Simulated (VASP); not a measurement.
A run of VASP 6.6.1 is set up as follows.

File INCAR:

```
SYSTEM = Be3CdS4
PREC = Accurate ; ENCUT = 520
EDIFF = 1E-6 ; ISMEAR = 0
SIGMA = 0.15 ; LREAL = .False.
LASPH = .True. ; NELM = 80
ALGO = Normal ; ISIF = 2
LWAVE = .False. ; LCHARG = .False.
GGA = PE ; NBANDS = 31
```

KPOINTS

```
Automatic mesh
0
Gamma
  3 3 3
  0 0 0
```

Contents of POSCAR:

```
Be3CdS4
1.0
   -2.5837203187      2.5837203187      5.0689579587
    2.5837203187     -2.5837203187      5.0689579587
    2.5837203187      2.5837203187     -5.0689579587
Be Cd S
3 1 4
Direct
    0.2500000000      0.7500000000      0.5000000000
    0.7500000000      0.2500000000      0.5000000000
    0.5000000000      0.5000000000      0.0000000000
    0.0000000000      0.0000000000      0.0000000000
    0.5810313844      0.5810313844      0.4377375351
    0.1432938493      0.1432938493      0.5622624649
    0.8567061507      0.4189686156      0.0000000000
    0.4189686156      0.8567061507      0.0000000000
```

Potentials or basis: VASP PAW PBE potentials, release 64 (Be, Cd, S).

Command:

```sh
$ cat potpaw_PBE.64/Be/POTCAR potpaw_PBE.64/Cd/POTCAR potpaw_PBE.64/S/POTCAR > POTCAR
$ mpirun -np 1 vasp_std > vasp.out
```

(1) Predict the largest force.

(2) Estimate the pressure.

(3) What does it give for the band gap on the k mesh?

## Answers

(1) 0.043 eV/Å.

(2) 0.0 GPa.

(3) 3.21 eV.

Caveat: the k points lie up to 0.45 Å⁻¹ apart; an odd mesh through Γ misses points on the zone boundary, where band edges can lie.
